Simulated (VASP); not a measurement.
Runs of VASP 6.6.1 on SiC (Moissanite). The structure is that of space group P6_3mc (No. 186), or close to it. The cells are those of the table. 

```csv
cell,gap on the mesh (eV),pressure (GPa),largest force (eV/Å)
"a = 3.024, b = 3.024, c = 4.962 Å, angles 90.0, 90.0, 120.0°, 4 atoms",2.23,16.5,0.84
"a = 2.970, b = 2.970, c = 4.874 Å, angles 90.0, 90.0, 120.0°, 4 atoms",2.12,32.8,0.93
"a = 3.101, b = 3.101, c = 5.090 Å, angles 90.0, 90.0, 120.0°, 4 atoms",(a),-1.7,0.71
"a = 3.151, b = 3.151, c = 5.171 Å, angles 90.0, 90.0, 120.0°, 4 atoms",2.45,-10.6,0.65
"a = 3.050, b = 3.050, c = 5.006 Å, angles 90.0, 90.0, 120.0°, 4 atoms",2.28,9.7,0.79
"a = 3.126, b = 3.126, c = 5.131 Å, angles 90.0, 90.0, 120.0°, 4 atoms",2.41,-6.4,0.68
"a = 2.997, b = 2.997, c = 4.919 Å, angles 90.0, 90.0, 120.0°, 4 atoms",2.17,24.2,0.88
"a = 3.175, b = 3.175, c = 5.211 Å, angles 90.0, 90.0, 120.0°, 4 atoms",(b),-14.3,0.61
```

Alike in all rows: task single point; level PBE; potentials or basis VASP PAW PBE potentials, release 64 (Si, C); no spin polarisation; k mesh 12 × 12 × 4; cutoff (eV) 520; smearing gaussian 0.01 eV.

Estimate the missing entries.

(a) 2.37; (b) 2.42.

A k mesh can miss the band edges.
